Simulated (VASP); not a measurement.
Runs of VASP 6.6.1 on Cs. The structure is that of space group P6_3/mmc (No. 194), or close to it. The cells are those of the table. This isn't the form of Cs at room conditions, which is bcc.

```tsv
cell	gap on the mesh (eV)	pressure (GPa)	relaxed volume (Å³/atom)
relaxed from a = 4.995, b = 4.995, c = 8.092 Å, angles 90.0, 90.0, 120.0°, 2 atoms	none	0.9	-
relaxed from a = 4.762, b = 4.762, c = 7.715 Å, angles 90.0, 90.0, 120.0°, 2 atoms	none	1.6	-
relaxed from a = 5.208, b = 5.208, c = 8.436 Å, angles 90.0, 90.0, 120.0°, 2 atoms	none	0.4	(a)
relaxed from a = 5.404, b = 5.404, c = 8.755 Å, angles 90.0, 90.0, 120.0°, 2 atoms	none	0.1	110.72
```

Alike in all rows: task relaxation of shape and atoms at fixed volume; level PBE; potentials or basis VASP PAW PBE potentials, release 64 (Cs_sv); no spin polarisation; k mesh 8 × 8 × 5; cutoff (eV) 600; smearing fermi-dirac 0.05 eV.

Problem. Estimate the missing entries.

Solution. (a) 99.07.

Caveats: spin-orbit coupling is left out, which moves the levels of the heavy elements.

A k mesh can miss the band edges, and the runs leave out spin-orbit coupling on Cs.

A gap of «none» marks levels without a gap at the run's occupations.
